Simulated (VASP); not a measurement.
# Pt (I4/mmm) in VASP: single point with r2SCAN

Aim: the single point of Pt with r2SCAN.

Everything below comes from runs of VASP 6.6.1. Logs are shortened: lines on timing, memory, paths and dates and some standing lists are left out, and cuts for length are marked.

**1. The cell of the first run**

The structure is tetragonal, space group I4/mmm (No. 139). Conventional cell: a = 3.658 Å, b = 3.658 Å, c = 2.378 Å, α = 90.00°, β = 90.00°, γ = 90.00°. Within 3.1 Å of Pt (site symmetry 4/mmm) lie 10 Pt at 2.38 to 2.85 Å.

**2. Single point, r2SCAN**

The input, POSCAR:

```
Pt
1.0
   -1.8288483979      1.8288483979      1.1887514586
    1.8288483979     -1.8288483979      1.1887514586
    1.8288483979      1.8288483979     -1.1887514586
Pt
1
Direct
    0.0000000000      0.0000000000      0.0000000000
```

The input, INCAR.step1:

```
PREC = Accurate ; ENCUT = 520
ISMEAR = 0 ; SIGMA = 0.15
LREAL = F ; LASPH = T
NELM = 100 ; NBANDS = 11
GGA = PE ; ALGO = Normal
EDIFF = 1E-4 ; LWAVE = T
LCHARG = F
```

The input, INCAR.step2:

```
PREC = Accurate ; ENCUT = 520
EDIFF = 1E-7 ; ISMEAR = 0
SIGMA = 0.15 ; LREAL = F
LASPH = T ; NELM = 100
ALGO = Normal ; ISIF = 2
LWAVE = F ; LCHARG = F
METAGGA = R2SCAN ; LMIXTAU = T
NBANDS = 11 ; ISTART = 1
```

The input, KPOINTS:

```
Automatic mesh
0
Gamma
  24 24 24
```

Potentials or basis: VASP PAW PBE potentials, release 64 (Pt).

Command:

```
$ cat potpaw_PBE.64/Pt/POTCAR > POTCAR
$ cp INCAR.step1 INCAR
$ mpirun -np 1 vasp_std > vasp.out
$ cp INCAR.step2 INCAR
$ mpirun -np 1 vasp_std > vasp.out
```

OUTCAR:

```text
PREC = Accurate
   ENCUT = 520
   EDIFF = 1E-7
   ISMEAR = 0
   LREAL = F
   LASPH = T
   NELM = 100
   ISIF = 2
   METAGGA = R2SCAN
   ISTART = 1

 ion  position               nearest neighbor table
   1  0.000  0.000  0.000-

  LATTYP: Found a body centered tetragonal cell.
 ALAT       =     3.6576967958
 C/A-ratio  =     0.6500000000

  Lattice vectors:

 A1 = (  -1.8288483979,   1.8288483979,   1.1887514586)
 A2 = (   1.8288483979,  -1.8288483979,   1.1887514586)
 A3 = (   1.8288483979,   1.8288483979,  -1.1887514586)

Analysis of symmetry for initial positions (statically):
=====================================================================
 Subroutine PRICEL returns:
 Original cell was already a primitive cell.

 Routine SETGRP: Setting up the symmetry group for a
 body centered tetragonal supercell.

 Subroutine GETGRP returns: Found 16 space group operations
 (whereof 16 operations were pure point group operations)
 out of a pool of 16 trial point group operations.

The static configuration has the point symmetry D_4h.

Analysis of symmetry for dynamics (positions and initial velocities):
=====================================================================
 Subroutine PRICEL returns:
 Original cell was already a primitive cell.

 Routine SETGRP: Setting up the symmetry group for a
 body centered tetragonal supercell.

 Subroutine GETGRP returns: Found 16 space group operations
 (whereof 16 operations were pure point group operations)
 out of a pool of 16 trial point group operations.

The dynamic configuration has the point symmetry D_4h.

 Subroutine INISYM returns: Found 16 space group operations
 (whereof 16 operations are pure point group operations),
 and found     1 'primitive' translations

----------------------------------------------------------------------------------------

                                     Primitive cell

  volume of cell :      15.9040

  direct lattice vectors                    reciprocal lattice vectors
    -1.828848398  1.828848398  1.188751459     0.000000000  0.273396089  0.420609368
     1.828848398 -1.828848398  1.188751459     0.273396089  0.000000000  0.420609368
     1.828848398  1.828848398 -1.188751459     0.273396089  0.273396089  0.000000000

  length of vectors
     2.846489585  2.846489585  2.846489585     0.501654924  0.501654924  0.386640457

  position of ions in fractional coordinates (direct lattice)
     0.000000000  0.000000000  0.000000000

  ion indices of the primitive-cell ions
   primitive index   ion index
                 1           1

----------------------------------------------------------------------------------------

 KPOINTS: Automatic mesh

Automatic generation of k-mesh.
 Grid dimensions read from file:
 generate k-points for:   24   24   24

 Generating k-lattice:

  Cartesian coordinates                     Fractional coordinates (reciprocal lattice)
     0.000000000  0.011391504  0.017525390     0.041666667  0.000000000  0.000000000
     0.011391504  0.000000000  0.017525390     0.000000000  0.041666667  0.000000000
     0.011391504  0.011391504  0.000000000     0.000000000  0.000000000  0.041666667

  Length of vectors
     0.020902288  0.020902288  0.016110019

  Shift w.r.t. Gamma in fractional coordinates (k-lattice)
     0.000000000  0.000000000  0.000000000

 Subroutine IBZKPT returns following result:
 ===========================================

 Found   1063 irreducible k-points:

 Following reciprocal coordinates:
            Coordinates               Weight
  0.000000  0.000000  0.000000      1.000000
  0.041667 -0.000000  0.000000      8.000000
  0.083333  0.000000  0.000000      8.000000
  0.125000 -0.000000  0.000000      8.000000
  0.166667  0.000000  0.000000      8.000000
  0.208333 -0.000000  0.000000      8.000000
[... 16 lines left out ...]
  0.416667  0.041667  0.000000     16.000000
  0.458333  0.041667  0.000000     16.000000
 [... further k-points ...]
   k-points           NKPTS =   1063   k-points in BZ     NKDIM =   1063   number of bands    NBANDS=     11
   number of dos      NEDOS =    301   number of ions     NIONS =      1
   total plane-waves  NPLWV =  13824
   dimension x,y,z NGX =    24 NGY =   24 NGZ =   24
   dimension x,y,z NGXF=    48 NGYF=   48 NGZF=   48
   ions per type =               1
   NGX,Y,Z   is equivalent  to a cutoff of  14.02, 14.02, 14.02 a.u.
   NGXF,Y,Z  is equivalent  to a cutoff of  28.03, 28.03, 28.03 a.u.
 SYSTEM =  unknown system
   PREC   = accura    normal or accurate (medium, high low for compatibility)
   ISTART =      1    job   : 0-new  1-cont  2-samecut
   ICHARG =      0    charge: 1-file 2-atom 10-const
   ISPIN  =      1    spin polarized calculation?
   LNONCOLLINEAR =      F non collinear calculations
   LSORBIT =      F    spin-orbit coupling
   LASPH  =      T    aspherical Exc in radial PAW
   ENCUT  =  520.0 eV  38.22 Ry    6.18 a.u.   5.29  5.29  5.29*2*pi/ulx,y,z
   NELM   =    100;   NELMIN=  2; NELMDL=  0     # of ELM steps
   EDIFF  = 0.1E-06   stopping-criterion for ELM
   LREAL  =      F    real-space projection
   EDIFFG = 0.1E-05   stopping-criterion for IOM
   NSW    =      0    number of steps for IOM
   IBRION =     -1    ionic relax: 0-MD 1-quasi-New 2-CG
   NFREE  =      0    steps in history (QN), initial steepest desc. (CG)
   ISIF   =      2    stress and relaxation
   ISYM   =      2    0-nonsym 1-usesym 2-fastsym
   POTIM  = 0.5000    time-step for ionic-motion
   TEBEG  =    0.0;   TEEND  =   0.0 temperature during run
   PSTRESS=    0.0 pullay stress
   NELECT =      10.0000    total number of electrons
   NUPDOWN=      -1.0000    fix difference up-down
   EMIN   =  10.00;   EMAX   =-10.00  energy-range for DOS
   EFERMI =   0.00;   METHOD = LEGACY
   ISMEAR =     0;   SIGMA  =   0.15  broadening in eV -4-tet -1-fermi 0-gaus
   EFERMI_NEDOS =   21; number of points for ismear=-14 and -15
   IALGO  =     38    algorithm
   IMIX   =      4    mixing-type and parameters
     AMIX     =   0.40;   BMIX     =  1.00
     AMIX_MAG =   1.60;   BMIX_MAG =  1.00
  volume/ion in A,a.u.               =      15.90       107.33
  Fermi-wavevector in a.u.,A,eV,Ry     =   1.402510  2.650360 26.763132  1.967035
  Thomas-Fermi vector in A             =   2.525265
   LORBIT       =      0    0 simple, 1 ext, 2 COOP (PROOUT), +10 PAW based schemes
   METAGGA = R2SCAN    functional components
   LHFCALC =     F    Hartree Fock is set to
   AEXX    =    0.0000 exact exchange contribution
   IVDW    =     0    specifies the selected vdW correction
   LEPSILON=     F    determine dielectric tensor
   LRPA    =     F    only Hartree local field effects (RPA)
 non-spin polarized calculation
 Gauss-broadening in eV      SIGMA  =   0.15
  energy-cutoff  :      520.00
  volume of cell :       15.90
 maximum number of plane-waves:       442
 NGX is ok and might be reduce to    24
   NGX = 11   NGY = 11   NGZ = 11

 number of electron      10.0000001 magnetization

 Free energy of the ion-electron system (eV)
  ---------------------------------------------------
  ext. energy  EPLUGINS =         0.00000000
  ---------------------------------------------------
  free energy    TOTEN  =       -50.94191143 eV

  energy without entropy =      -50.92947471  energy(sigma->0) =      -50.93569307

 E-fermi :  10.0261     XC(G=0): -14.1108

 val. band max:       10.0242954703   @ k =  -0.0833  -0.4167   0.0417
 cond. band min:      10.0270111047   @ k =  -0.2500   0.3750   0.2500
 fundamental gap:      0.0027156344
 Fermi energy:        10.0260792822

 k-point     1 :       0.0000    0.0000    0.0000
  band No.  band energies     occupation
      1       0.0758      2.00000
      2       4.1675      2.00000
      3       4.4926      2.00000
      4       9.0351      2.00000
      5       9.0351      2.00000
      6       9.4833      2.00000
      7      24.6139      0.00000
      8      24.6139      0.00000
      9      33.9725      0.00000
     10      35.3004      0.00000
     11      35.3004      0.00000

 k-point     2 :       0.0417   -0.0000    0.0000
  band No.  band energies     occupation
      1       0.1832      2.00000
      2       4.2440      2.00000
      3       4.5331      2.00000
      4       8.9358      2.00000
      5       8.9387      2.00000
      6       9.4589      2.00000
      7      24.7439      0.00000
      8      24.7727      0.00000
      9      33.6860      0.00000
     10      35.2941      0.00000
     11      35.6056      0.00000

 k-point     3 :       0.0833    0.0000    0.0000
  band No.  band energies     occupation
      1       0.4994      2.00000
      2       4.4710      2.00000
      3       4.6484      2.00000
      4       8.6574      2.00000
      5       8.6739      2.00000
      6       9.3937      2.00000
      7      25.0830      0.00000
      8      25.2195      0.00000
      9      33.1850      0.00000
     10      35.1298      0.00000
     11      35.2067      0.00000

 k-point     4 :       0.1250   -0.0000    0.0000
  band No.  band energies     occupation
      1       1.0051      2.00000
      2       4.8173      2.00000
      3       4.8397      2.00000
      4       8.2655      2.00000
      5       8.3077      2.00000
      6       9.2973      2.00000
      7      25.4876      0.00000
      8      25.8704      0.00000
      9      32.4500      0.00000
     10      34.3609      0.00000
     11      34.8566      0.00000
[... 239 lines left out ...]
 k-point    22 :       0.3750    0.0417    0.0000
  band No.  band energies     occupation
      1       3.2815      2.00000
      2       4.0024      2.00000
      3       8.4118      2.00000
      4       8.7720      2.00000
      5       9.6127      1.99990
      6      11.6039      0.00000
      7      21.7317      0.00000
      8      24.7125      0.00000
      9      25.1731      0.00000
     10      31.5909      0.00000
     11      34.5437      0.00000

 k-point    23 :       0.4167    0.0417    0.0000
  band No.  band energies     occupation
      1       3.1614      2.00000
      2       3.8352      2.00000
      3       8.3419      2.00000
      4       9.2989      2.00000
      5      10.2995      0.00995
      6      12.4246      0.00000
      7      20.7826      0.00000
      8      24.0203      0.00000
      9      24.0877      0.00000
     10      31.9025      0.00000
     11      33.7030      0.00000

 k-point    24 :       0.4583    0.0417    0.0000
  band No.  band energies     occupation
      1       3.1052      2.00000
      2       3.7656      2.00000
      3       8.3019      2.00000
      4       9.5761      1.99998
      5      10.7610      0.00000
      6      12.7191      0.00000
      7      20.2252      0.00000
      8      23.5138      0.00000
      9      23.7020      0.00000
     10      32.4101      0.00000
     11      33.0250      0.00000

 [... further k-points ...]
[... 5 lines left out ...]
  --------------------------------------------------------------------------------------
  -------------------------------------------------------------------------------------
  Total       -1.2677128     -1.2677128      8.1399515      0.0000000      0.0000000     -0.0000000
  in kB     -127.7100290   -127.7100290    820.0228103      0.0000000      0.0000000     -0.0000000
  external PRESSURE =     188.2009174 kB  Pullay stress =       0.0000000 kB

 VOLUME and BASIS-vectors are now :
 -----------------------------------------------------------------------------
  energy-cutoff  :      520.00
  volume of cell :       15.90
      direct lattice vectors                 reciprocal lattice vectors
    -1.828848398  1.828848398  1.188751459     0.000000000  0.273396089  0.420609368
     1.828848398 -1.828848398  1.188751459     0.273396089  0.000000000  0.420609368
     1.828848398  1.828848398 -1.188751459     0.273396089  0.273396089  0.000000000

 POSITION                                       TOTAL-FORCE (eV/Angst)
 -----------------------------------------------------------------------------------
      0.00000      0.00000      0.00000        -0.000000     -0.000000     -0.000000
 -----------------------------------------------------------------------------------
    total drift:                                0.000000      0.000000      0.000000

  FREE ENERGIE OF THE ION-ELECTRON SYSTEM (eV)
  ---------------------------------------------------
  free  energy   TOTEN  =       -50.9419114340 eV

  energy  without entropy=      -50.9294747053  energy(sigma->0) =      -50.93569307
```

Wall time 14 min (1 thread of AMD EPYC 7R13 (Zen 3), shared host); peak memory 0.27 GiB.

Results:

| Item | Value |
| --- | --- |
| Free energy | -50.9419 eV |
| Pressure | 18.8 GPa |
| Band gap on the k mesh | zero (band 5 reaches 10.94 eV, above the bottom of band 6 at 8.66 eV) |

Caveat: the PAW data sets were made with another functional, which shifts forces and pressure a little; spin-orbit coupling is left out, which moves the levels of the heavy elements.
